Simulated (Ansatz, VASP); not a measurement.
**TaN: VASP beside Ansatz**

```
Ta N
1.0
     3.12348    0.00000    0.00000
    -1.56174    2.70501    0.00000
     0.00000    0.00000   26.47640
Ta N
5 5
Direct
  0.33333 0.66667 0.28625
  0.00000 0.00000 0.37935
  0.66667 0.33333 0.47608
  0.33333 0.66667 0.57334
  0.00000 0.00000 0.67334
  0.66667 0.33333 0.33155
  0.33333 0.66667 0.42661
  0.00000 0.00000 0.52414
  0.66667 0.33333 0.62190
  0.33333 0.66667 0.70746
```

Alike in both runs: functional PBE; k mesh 12 × 12 × 1; occupations gaussian, width 0.1 eV; no spin polarisation.

Ansatz relaxed the structure, and its values are those at the end. VASP's run is a single point on that final structure, the one shown.

|  | VASP | Ansatz |
| --- | --- | --- |
| version | VASP 6.6.1 | Ansatz 0.2.0 |
| potentials or method | VASP PAW PBE potentials, release 64 (Ta_pv, N), cutoff 520 eV | scalar-relativistic, plane waves, PAW |
| valence electrons in the cell | 80 | 90 |

|  | VASP | Ansatz | Ansatz less VASP |
| --- | --- | --- | --- |
| gap on the k mesh at the Fermi level (eV) | none | none | - |
| rms of the force components (eV/Å) | 0.019 | 0.007 | -0.0125 |

A gap of «none» marks a metal or a gap that the smearing closes. VASP's potentials hold 80 valence electrons a cell and Ansatz's 90, so a difference there can come from the potentials and not from the codes. Ansatz's warnings: xc potential rough in thin density.

Neither program's run includes spin-orbit coupling.
